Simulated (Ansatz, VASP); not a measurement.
## Two plane-wave programs on Hf2Cl

```
Hf Cl
1.0
     6.06309    0.00000    0.00000
     0.00000    6.06309    0.00000
     0.00000    0.00000    3.35079
Hf Cl
4 2
Cartesian
  1.6943 1.6943 0.0000
  1.3372 4.7259 1.6754
  4.3687 4.3687 0.0000
  4.7259 1.3372 1.6754
  0.0000 0.0000 0.0000
  3.0315 3.0315 1.6754
```

Alike in both runs: task relaxation of cell and atoms; functional PBE; k mesh 4 × 4 × 6; occupations gaussian, width 0.1 eV; no spin polarisation.

|  | VASP | Ansatz |
| --- | --- | --- |
| version | VASP 6.6.1 | Ansatz 0.2.0 |
| potentials or method | VASP PAW PBE potentials, release 64 (Hf_pv, Cl), cutoff 600 eV | scalar-relativistic, plane waves, PAW |
| valence electrons in the cell | 54 | 118 |

Ansatz gave:

- gap on the k mesh at the Fermi level, each at its own relaxed structure (eV): none
- relaxed volume (Å³/atom): 20.49
- relaxed length of the cell vector where the two differ most in proportion (Å): 6.077

**Question.** What did VASP give for the same quantities?

**Answer.** gap on the k mesh at the Fermi level, each at its own relaxed structure (eV): none; relaxed volume (Å³/atom): 20.45; relaxed length of the cell vector where the two differ most in proportion (Å): 6.070.

A gap of «none» marks a metal or a gap that the smearing closes. VASP's potentials hold 54 valence electrons a cell and Ansatz's 118, so a difference there can come from the potentials and not from the codes.

Spin-orbit coupling is off throughout.
